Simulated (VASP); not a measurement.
Runs of VASP 6.6.1 on AlGaN2. The structure is that of space group P-4m2 (No. 115), or close to it. The cells are those of the table. 

| cell | gap on the mesh (eV) | pressure (GPa) | largest force (eV/Å) |
| --- | --- | --- | --- |
| a = 3.078, b = 3.078, c = 4.424 Å, 4 atoms | 3.14 | 4.1 | 0.22 |
| a = 3.109, b = 3.109, c = 4.424 Å, 4 atoms | 3.00 | -0.2 | 0.19 |
| a = 3.196, b = 3.196, c = 4.424 Å, 4 atoms | 2.63 | -10.3 | 0.13 |
| a = 3.188, b = 3.188, c = 4.424 Å, 4 atoms | 2.67 | -9.5 | 0.14 |
| a = 3.157, b = 3.157, c = 4.424 Å, 4 atoms | (a) | -6.0 | 0.16 |
| a = 3.204, b = 3.204, c = 4.424 Å, 4 atoms | 2.60 | -11.1 | 0.12 |
| a = 3.094, b = 3.094, c = 4.424 Å, 4 atoms | 3.07 | 1.9 | (b) |
| a = 3.172, b = 3.172, c = 4.424 Å, 4 atoms | 2.73 | -7.8 | (c) |

Alike in all rows: task single point; level LDA; potentials or basis VASP PAW LDA potentials, release 64 (Al, Ga_d, N); no spin polarisation; k mesh 8 × 8 × 6; cutoff (eV) 520; smearing gaussian 0.05 eV.

Question: Estimate the missing entries.

Answer: (a) 2.80; (b) 0.20; (c) 0.15.

A k mesh can miss the band edges, and the runs leave out spin-orbit coupling on Ga.
